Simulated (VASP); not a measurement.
A run of VASP 6.6.1 is set up as follows.

File INCAR:

```
ALGO = Normal ; EDIFF = 1E-6
ENCUT = 520 ; GGA = PE
ISIF = 2 ; ISMEAR = -1
LASPH = True ; LCHARG = True
LELF = True ; LREAL = Auto
LVHAR = True ; LWAVE = False
NBANDS = 34 ; NELM = 60
PREC = Accurate ; SIGMA = 0.05
```

File KPOINTS:

```
k-points
0
Gamma
  1 1 1
```

Contents of POSCAR:

```
H11NO4
1.0
    5.4175020000      0.0000000000      0.0000000000
    0.0000000000      5.4175020000      0.0000000000
    0.0000000000      0.0000000000      5.4175020000
O H N
4 11 1
Direct
    0.2868111539      0.1604798669      0.1281033214
    0.6380062250      0.4429347696      0.5453805093
    0.9464509658      0.5403782038      0.9516378582
    0.8133637976      0.8307703440      0.3328471314
    0.1932994210      0.2752190954      0.0224088519
    0.1546469203      0.0386340420      0.1646884487
    0.6704750640      0.5612734430      0.4151544383
    0.5052513132      0.3274202760      0.5213657512
    0.9072447043      0.6484723033      1.1020577380
    0.7902350567      0.5031654811      0.8428054111
    0.7590952435      0.9937790517      0.2706044225
    1.0238482607      0.8424731546      0.4562434864
    0.1403045167      0.6548774694      0.7416148623
    0.3695983869      0.6964649021      0.5329762684
    0.2565758167      0.9232299314      0.6974432128
    0.2112781869      0.7700227891      0.6026947475
```

Potentials or basis: VASP PAW PBE potentials, release 64 (O, H, N).

The run is started by

```bash
$ cat potpaw_PBE.64/O/POTCAR potpaw_PBE.64/H/POTCAR potpaw_PBE.64/N/POTCAR > POTCAR
$ mpirun -np 1 vasp_gam > vasp.out
```

What does it give for the band gap on the k mesh?

4.39 eV.

Predict the pressure.

-1.2 GPa.

What does it give for the largest force?

2.213 eV/Å.

Stress tensor (GPa, compression positive):
```
-3.25  0.21 -3.19
 0.21  0.40 -0.76
-3.19 -0.76 -0.75
```

Caveat: the k points lie up to 1.16 Å⁻¹ apart.
